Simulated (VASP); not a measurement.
A run of VASP 6.6.1 is set up as follows.

Contents of INCAR:

```
ALGO = Normal
EDIFF = 1E-6
ENCUT = 600
GGA = PE
GGA_COMPAT = F
ISIF = 2
ISMEAR = 0
ISPIN = 2
LASPH = T
LCHARG = F
LDAU = T
LDAUJ = 0 0
LDAUL = 2 -1
LDAUPRINT = 1
LDAUTYPE = 2
LDAUU = 6.2 0
LMAXMIX = 4
LORBIT = 11
LREAL = F
LWAVE = F
MAGMOM = -1.85 1.85 0 0
NBANDS = 28
NELM = 200
PREC = Accurate
SIGMA = 0.05
```

Contents of KPOINTS:

```
k-points
0
Gamma
  10 10 6
```

The input POSCAR:

```
NiO
1.0
    2.9727185427      0.0000000000      0.0000000000
   -1.4863592714      2.5744497763      0.0000000000
    0.0000000000      0.0000000000      5.1208238404
Ni O
2 2
Direct
    0.0000000000      0.0000000000      0.0000000000
    0.0000000000      0.0000000000      0.5000000000
    0.3333333333      0.6666666667      0.2500000000
    0.6666666667      0.3333333333      0.7500000000
```

Potentials or basis: VASP PAW PBE potentials, release 64 (Ni, O).

Run with:

```bash
$ cat potpaw_PBE.64/Ni/POTCAR potpaw_PBE.64/O/POTCAR > POTCAR
$ mpirun -np 1 vasp_std > vasp.out
```

(1) What does it give for the site moments?

(2) Predict the net moment.

(3) What does it give for the band gap on the k mesh?

## Answers

(1) Ni -1.75, +1.75; O +0.00 μB.

(2) 0.00 μB per cell.

(3) 2.77 eV (least direct gap 3.38 eV).

Caveat: the cell stands under tension.
